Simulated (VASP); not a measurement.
# InSb (Cmcm) in VASP: notebook

The runs below take InSb through single point, with PBEsol.

All numbers are computed with VASP 6.6.1; they aren't measurements. Logs are shortened: lines on timing, memory, paths and dates and some standing lists are left out, and cuts for length are marked.

### 1 The cell of the first run

It takes space group Cmcm (No. 63, orthorhombic). The conventional cell has a = 6.010 Å, b = 5.395 Å, c = 5.606 Å, α = 90.00°, β = 90.00°, γ = 90.00°. In (site symmetry m2m) has 6 Sb at 2.64 to 3.01 Å and 2 In at 3.20 Å within 3.5 Å. Sb (site symmetry m2m) has 6 In at 2.64 to 3.01 Å and 2 Sb at 3.27 Å within 3.5 Å.

### 2 Single point, PBEsol (strain -0.1500 x Voigt [0, 1, 0, 0, 0, 0])

Input file INCAR:

```
SYSTEM = InSb
ALGO = Normal
EDIFF = 1E-6
ENCUT = 500
GGA = PS
GGA_COMPAT = .False.
ISIF = 2
ISMEAR = 0
LASPH = .True.
LCHARG = .False.
LREAL = .False.
LWAVE = .False.
NBANDS = 26
NELM = 120
PREC = Accurate
SIGMA = 0.15
```

Input file KPOINTS:

```
k-points
0
Gamma
  12 12 10
  0 0 0
```

Input file POSCAR:

```
InSb
1.0
    3.0049732821     -2.6974903742      0.0000000000
    3.0049732821      2.6974903742      0.0000000000
    0.0000000000      0.0000000000      5.6057135583
In Sb
2 2
Direct
    0.3562173864      0.6437826136      0.2500000000
    0.6437826136      0.3562173864      0.7500000000
    0.8447372402      0.1552627598      0.2500000000
    0.1552627598      0.8447372402      0.7500000000
```

Potentials or basis: VASP PAW PBE potentials, release 64 (In_d, Sb).

Command:

```sh
> cat potpaw_PBE.64/In_d/POTCAR potpaw_PBE.64/Sb/POTCAR > POTCAR
> mpirun -np 1 vasp_std > vasp.out
```

OUTCAR:

```text
SYSTEM = InSb
   EDIFF = 1E-6
   ENCUT = 500
   GGA = PS
   ISIF = 2
   ISMEAR = 0
   LASPH = .True.
   LREAL = .False.
   NELM = 120
   PREC = Accurate

 ion  position               nearest neighbor table
   1  0.356  0.644  0.250-   3 2.64   3 2.76   4 3.01   4 3.01   3 3.01   3 3.01   2 3.20   2 3.20

   2  0.644  0.356  0.750-   4 2.64   4 2.76   3 3.01   3 3.01   4 3.01   4 3.01   1 3.20   1 3.20

   3  0.845  0.155  0.250-   1 2.64   1 2.76   2 3.01   2 3.01   1 3.01   1 3.01   4 3.27   4 3.27

   4  0.155  0.845  0.750-   2 2.64   2 2.76   1 3.01   1 3.01   2 3.01   2 3.01   3 3.27   3 3.27

  LATTYP: Found a base centered orthorhombic cell.
 ALAT       =     5.3949807484
 B/A-ratio  =     1.1139885098
 C/A-ratio  =     1.0390609012

  Lattice vectors:

 A1 = (  -3.0049732821,  -2.6974903742,   0.0000000000)
 A2 = (   3.0049732821,  -2.6974903742,   0.0000000000)
 A3 = (   0.0000000000,   0.0000000000,   5.6057135583)

Analysis of symmetry for initial positions (statically):
=====================================================================
 Subroutine PRICEL returns:
 Original cell was already a primitive cell.

 Routine SETGRP: Setting up the symmetry group for a
 base centered orthorhombic supercell.

 Subroutine GETGRP returns: Found  8 space group operations
 (whereof  4 operations were pure point group operations)
 out of a pool of  8 trial point group operations.

The static configuration has the point symmetry C_2h.
 The point group associated with its full space group is D_2h.

Analysis of symmetry for dynamics (positions and initial velocities):
=====================================================================
 Subroutine PRICEL returns:
 Original cell was already a primitive cell.

 Routine SETGRP: Setting up the symmetry group for a
 base centered orthorhombic supercell.

 Subroutine GETGRP returns: Found  8 space group operations
 (whereof  4 operations were pure point group operations)
 out of a pool of  8 trial point group operations.

The dynamic configuration has the point symmetry C_2h.
 The point group associated with its full space group is D_2h.

 Subroutine INISYM returns: Found  8 space group operations
 (whereof  4 operations are pure point group operations),
 and found     1 'primitive' translations

----------------------------------------------------------------------------------------

                                     Primitive cell

  volume of cell :      90.8786

  direct lattice vectors                    reciprocal lattice vectors
     3.004973282 -2.697490374  0.000000000     0.166390830 -0.185357473  0.000000000
     3.004973282  2.697490374  0.000000000     0.166390830  0.185357473  0.000000000
     0.000000000  0.000000000  5.605713558     0.000000000  0.000000000  0.178389422

  length of vectors
     4.038108313  4.038108313  5.605713558     0.249084928  0.249084928  0.178389422

  position of ions in fractional coordinates (direct lattice)
     0.356217386  0.643782614  0.250000000
     0.643782614  0.356217386  0.750000000
     0.844737240  0.155262760  0.250000000
     0.155262760  0.844737240  0.750000000

  ion indices of the primitive-cell ions
   primitive index   ion index
                 1           1
                 2           2
                 3           3
                 4           4

----------------------------------------------------------------------------------------

 KPOINTS: k-points

Automatic generation of k-mesh.
 Grid dimensions read from file:
 generate k-points for:   12   12   10

 Generating k-lattice:

  Cartesian coordinates                     Fractional coordinates (reciprocal lattice)
     0.013865903 -0.015446456  0.000000000     0.083333333  0.000000000  0.000000000
     0.013865903  0.015446456  0.000000000     0.000000000  0.083333333  0.000000000
     0.000000000  0.000000000  0.017838942     0.000000000  0.000000000  0.100000000

  Length of vectors
     0.020757077  0.020757077  0.017838942

  Shift w.r.t. Gamma in fractional coordinates (k-lattice)
     0.000000000  0.000000000  0.000000000

 Subroutine IBZKPT returns following result:
 ===========================================

 Found    258 irreducible k-points:

 Following reciprocal coordinates:
            Coordinates               Weight
  0.000000  0.000000  0.000000      1.000000
  0.083333 -0.000000  0.000000      4.000000
  0.166667  0.000000  0.000000      4.000000
  0.250000  0.000000  0.000000      4.000000
  0.333333 -0.000000  0.000000      4.000000
  0.416667 -0.000000  0.000000      4.000000
[... 16 lines left out ...]
  0.500000  0.166667  0.000000      4.000000
 -0.416667  0.166667  0.000000      4.000000
 [... further k-points ...]
   k-points           NKPTS =    258   k-points in BZ     NKDIM =    258   number of bands    NBANDS=     26
   number of dos      NEDOS =    301   number of ions     NIONS =      4
   total plane-waves  NPLWV =  37800
   dimension x,y,z NGX =    30 NGY =   30 NGZ =   42
   dimension x,y,z NGXF=    60 NGYF=   60 NGZF=   84
   ions per type =               2   2
   NGX,Y,Z   is equivalent  to a cutoff of  12.35, 12.35, 12.46 a.u.
   NGXF,Y,Z  is equivalent  to a cutoff of  24.70, 24.70, 24.91 a.u.
 SYSTEM =  InSb
   PREC   = accura    normal or accurate (medium, high low for compatibility)
   ISTART =      0    job   : 0-new  1-cont  2-samecut
   ICHARG =      2    charge: 1-file 2-atom 10-const
   ISPIN  =      1    spin polarized calculation?
   LNONCOLLINEAR =      F non collinear calculations
   LSORBIT =      F    spin-orbit coupling
   LASPH  =      T    aspherical Exc in radial PAW
   ENCUT  =  500.0 eV  36.75 Ry    6.06 a.u.   7.36  7.36 10.22*2*pi/ulx,y,z
   NELM   =    120;   NELMIN=  2; NELMDL= -5     # of ELM steps
   EDIFF  = 0.1E-05   stopping-criterion for ELM
   LREAL  =      F    real-space projection
   EDIFFG = 0.1E-04   stopping-criterion for IOM
   NSW    =      0    number of steps for IOM
   IBRION =     -1    ionic relax: 0-MD 1-quasi-New 2-CG
   NFREE  =      0    steps in history (QN), initial steepest desc. (CG)
   ISIF   =      2    stress and relaxation
   ISYM   =      2    0-nonsym 1-usesym 2-fastsym
   POTIM  = 0.5000    time-step for ionic-motion
   TEBEG  =    0.0;   TEEND  =   0.0 temperature during run
   PSTRESS=    0.0 pullay stress
   NELECT =      36.0000    total number of electrons
   NUPDOWN=      -1.0000    fix difference up-down
   EMIN   =  10.00;   EMAX   =-10.00  energy-range for DOS
   EFERMI =   0.00;   METHOD = LEGACY
   ISMEAR =     0;   SIGMA  =   0.15  broadening in eV -4-tet -1-fermi 0-gaus
   EFERMI_NEDOS =   21; number of points for ismear=-14 and -15
   IALGO  =     38    algorithm
   IMIX   =      4    mixing-type and parameters
     AMIX     =   0.40;   BMIX     =  1.00
     AMIX_MAG =   1.60;   BMIX_MAG =  1.00
  volume/ion in A,a.u.               =      22.72       153.32
  Fermi-wavevector in a.u.,A,eV,Ry     =   1.202325  2.272065 19.668382  1.445585
  Thomas-Fermi vector in A             =   2.338109
   LORBIT       =      0    0 simple, 1 ext, 2 COOP (PROOUT), +10 PAW based schemes
   GGA     = PS    functional components
   LHFCALC =     F    Hartree Fock is set to
   AEXX    =    0.0000 exact exchange contribution
   IVDW    =     0    specifies the selected vdW correction
   LEPSILON=     F    determine dielectric tensor
   LRPA    =     F    only Hartree local field effects (RPA)
 non-spin polarized calculation
 Gauss-broadening in eV      SIGMA  =   0.15
  energy-cutoff  :      500.00
  volume of cell :       90.88
 maximum number of plane-waves:      2333
 NGX is ok and might be reduce to    30
   NGX = 15   NGY = 15   NGZ = 21

 number of electron      36.0000003 magnetization

 Free energy of the ion-electron system (eV)
  ---------------------------------------------------
  ext. energy  EPLUGINS =         0.00000000
  ---------------------------------------------------
  free energy    TOTEN  =       -13.79825058 eV

  energy without entropy =      -13.78181288  energy(sigma->0) =      -13.79003173

 E-fermi :   9.8473     XC(G=0): -11.0031

 val. band max:        9.8287609781   @ k =  -0.4167   0.0833   0.3000
 cond. band min:       9.8508306054   @ k =  -0.4167   0.0833   0.0000
 fundamental gap:      0.0220696273
 Fermi energy:         9.8472920953

 k-point     1 :       0.0000    0.0000    0.0000
  band No.  band energies     occupation
      1      -5.4232      2.00000
      2      -5.2206      2.00000
      3      -5.1981      2.00000
      4      -5.1425      2.00000
      5      -5.1192      2.00000
      6      -5.0931      2.00000
[... 18 lines left out ...]
     25      16.3620      0.00000
     26      16.4965      0.00000

 k-point     2 :       0.0833   -0.0000    0.0000
  band No.  band energies     occupation
      1      -5.4186      2.00000
      2      -5.2191      2.00000
      3      -5.1982      2.00000
      4      -5.1455      2.00000
      5      -5.1160      2.00000
      6      -5.0901      2.00000
[... 18 lines left out ...]
     25      15.8394      0.00000
     26      16.8127      0.00000

 k-point     3 :       0.1667    0.0000    0.0000
  band No.  band energies     occupation
      1      -5.4069      2.00000
      2      -5.2163      2.00000
      3      -5.1985      2.00000
      4      -5.1541      2.00000
      5      -5.1077      2.00000
      6      -5.0816      2.00000
[... 18 lines left out ...]
     25      16.1945      0.00000
     26      16.5008      0.00000

 k-point     4 :       0.2500    0.0000    0.0000
  band No.  band energies     occupation
      1      -5.3928      2.00000
      2      -5.2158      2.00000
      3      -5.1986      2.00000
      4      -5.1659      2.00000
      5      -5.0974      2.00000
      6      -5.0706      2.00000
[... 18 lines left out ...]
     25      15.5785      0.00000
     26      16.1406      0.00000

 k-point     5 :       0.3333   -0.0000    0.0000
  band No.  band energies     occupation
      1      -5.3812      2.00000
      2      -5.2196      2.00000
      3      -5.1981      2.00000
      4      -5.1751      2.00000
      5      -5.0889      2.00000
      6      -5.0753      2.00000
[... 18 lines left out ...]
     25      15.8073      0.00000
     26      16.8729      0.00000

 k-point     6 :       0.4167   -0.0000    0.0000
  band No.  band energies     occupation
      1      -5.3744      2.00000
      2      -5.2259      2.00000
      3      -5.1972      2.00000
      4      -5.1787      2.00000
      5      -5.0906      2.00000
      6      -5.0845      2.00000
[... 427 lines left out ...]
 k-point    21 :       0.3333    0.1667    0.0000
  band No.  band energies     occupation
      1      -5.4221      2.00000
      2      -5.3028      2.00000
      3      -5.2085      2.00000
      4      -5.1558      2.00000
      5      -5.0692      2.00000
      6      -5.0669      2.00000
[... 18 lines left out ...]
     25      16.5729      0.00000
     26      17.3660      0.00000

 k-point    22 :       0.4167    0.1667    0.0000
  band No.  band energies     occupation
      1      -5.4146      2.00000
      2      -5.3072      2.00000
      3      -5.2075      2.00000
      4      -5.1601      2.00000
      5      -5.0807      2.00000
      6      -5.0641      2.00000
[... 18 lines left out ...]
     25      16.4372      0.00000
     26      17.8008      0.00000

 k-point    23 :       0.5000    0.1667    0.0000
  band No.  band energies     occupation
      1      -5.4022      2.00000
      2      -5.2982      2.00000
      3      -5.2045      2.00000
      4      -5.1670      2.00000
      5      -5.0884      2.00000
      6      -5.0627      2.00000
[... 18 lines left out ...]
     25      16.6591      0.00000
     26      18.1922      0.00000

 k-point    24 :      -0.4167    0.1667    0.0000
  band No.  band energies     occupation
      1      -5.3864      2.00000
      2      -5.2762      2.00000
      3      -5.2004      2.00000
      4      -5.1762      2.00000
      5      -5.0879      2.00000
      6      -5.0648      2.00000
[... 18 lines left out ...]
     25      17.0463      0.00000
     26      18.1674      0.00000

 [... further k-points ...]

------------------------ aborting loop because EDIFF is reached ----------------------------------------

  FORCE on cell =-STRESS in cart. coord.  units (eV):
  Direction    XX          YY          ZZ          XY          YZ          ZX
  --------------------------------------------------------------------------------------
  -------------------------------------------------------------------------------------
  Total        2.1953732     20.2509772      7.0769700      0.0000000      0.0000000      0.0000000
  in kB       38.7041487    357.0221417    124.7660766      0.0000000      0.0000000      0.0000000
  external PRESSURE =     173.4974557 kB  Pullay stress =       0.0000000 kB

 VOLUME and BASIS-vectors are now :
 -----------------------------------------------------------------------------
  energy-cutoff  :      500.00
  volume of cell :       90.88
      direct lattice vectors                 reciprocal lattice vectors
     3.004973282 -2.697490374  0.000000000     0.166390830 -0.185357473  0.000000000
     3.004973282  2.697490374  0.000000000     0.166390830  0.185357473  0.000000000
     0.000000000  0.000000000  5.605713558     0.000000000  0.000000000  0.178389422

 POSITION                                       TOTAL-FORCE (eV/Angst)
 -----------------------------------------------------------------------------------
      3.00497      0.77570      1.40143         0.000000      0.809728     -0.000000
      3.00497     -0.77570      4.20429         0.000000     -0.809728      0.000000
      3.00497     -1.85985      1.40143         0.000000     -0.626265      0.000000
      3.00497      1.85985      4.20429         0.000000      0.626265      0.000000
 -----------------------------------------------------------------------------------
    total drift:                                0.000000      0.000000     -0.000000

  FREE ENERGIE OF THE ION-ELECTRON SYSTEM (eV)
  ---------------------------------------------------
  free  energy   TOTEN  =       -13.7982505759 eV

  energy  without entropy=      -13.7818128770  energy(sigma->0) =      -13.79003173
```

Run time: 11 min. Hardware: 1 thread of Intel Xeon 8259CL, shared host; peak memory 0.57 GiB.

Results:

| Quantity | Value |
| --- | --- |
| Free energy | -13.7983 eV |
| Pressure | 17.3 GPa |
| Largest force | 0.810 eV/Å |
| Band gap on the k mesh | zero (bands 18 and 19 overlap by 3.56 eV) |

Forces on the atoms (eV/Å):
```
In   0.000  0.810  0.000
In   0.000 -0.810  0.000
Sb   0.000 -0.626  0.000
Sb   0.000  0.626  0.000
```

Stress tensor (GPa, compression positive):
```
 3.87  0.00  0.00
 0.00 35.70  0.00
 0.00  0.00 12.48
```

Caveat: the cell differs from its parent crystal (strain -0.1500 x Voigt [0, 1, 0, 0, 0, 0]); the cell stands under pressure; the PAW data sets were made with another functional, which shifts forces and pressure a little; spin-orbit coupling is left out, which moves the levels of the heavy elements.

### 3 Single point, PBEsol (strain -0.0750 x Voigt [0, 1, 0, 0, 0, 0])

Input file INCAR:

```
PREC = Accurate
ENCUT = 500
EDIFF = 1E-6
ISMEAR = 0
SIGMA = 0.15
LREAL = False
LASPH = True
NELM = 120
ALGO = Normal
ISIF = 2
LWAVE = False
LCHARG = True
GGA = PS
LELF = True
LVHAR = True
NBANDS = 26
GGA_COMPAT = False
```

Input file KPOINTS:

```
Automatic mesh
0
Gamma
  12 12 10
```

Edit POSCAR of step 2 so:

```diff
@@ -2,4 +2,4 @@
 1.0
-    3.0049732821     -2.6974903742      0.0000000000
-    3.0049732821      2.6974903742      0.0000000000
+    3.0049732821     -2.9355042308      0.0000000000
+    3.0049732821      2.9355042308      0.0000000000
     0.0000000000      0.0000000000      5.6057135583
```

Potentials or basis: VASP PAW PBE potentials, release 64 (In_d, Sb).

Command:

```sh
> cat potpaw_PBE.64/In_d/POTCAR potpaw_PBE.64/Sb/POTCAR > POTCAR
> mpirun -np 1 vasp_std > vasp.out
```

Run time: 7.7 min. Hardware: 1 thread of Intel Xeon 8259CL, shared host; peak memory 0.61 GiB.

Results (log left out):

- Free energy: -14.8897 eV
- Pressure: 5.9 GPa
- Largest force: 0.261 eV/Å
- Band gap on the k mesh: zero (bands 18 and 19 overlap by 2.91 eV)

Forces in eV/Å, atoms in the order of the input:
```
In   0.000  0.261  0.000
In   0.000 -0.261  0.000
Sb   0.000 -0.218  0.000
Sb   0.000  0.218  0.000
```

Stress tensor (GPa, compression positive):
```
 1.36  0.00  0.00
 0.00 11.00  0.00
 0.00  0.00  5.20
```

Levels at points of the mesh, in eV from the Fermi level:
```
           k point  band 15  band 16  band 17  band 18  band 19  band 20  band 21  band 22
(0.00, 0.00, 0.00)    -3.55    -2.00    -1.18     0.15     0.22     0.99     3.37     3.76
(0.50, 0.00, 0.00)    -3.47    -2.76    -0.60    -0.34     0.77     0.97     3.66     3.79
(0.50, 0.50, 0.00)    -3.75    -3.08    -2.67    -2.30    -2.10    -1.30     0.79     2.80
(0.00, 0.00, 0.50)    -2.41    -2.41    -1.51    -1.51     0.46     0.46     3.34     3.34
(0.50, 0.00, 0.50)    -0.30    -0.30     0.36     0.36     1.90     1.90     2.29     2.29
(0.50, 0.50, 0.50)    -4.90    -4.90    -4.27    -4.27     2.22     2.22     4.23     4.23
```

Caveat: the cell differs from its parent crystal (strain -0.0750 x Voigt [0, 1, 0, 0, 0, 0]); the cell stands under pressure; the PAW data sets were made with another functional, which shifts forces and pressure a little; spin-orbit coupling is left out, which moves the levels of the heavy elements.
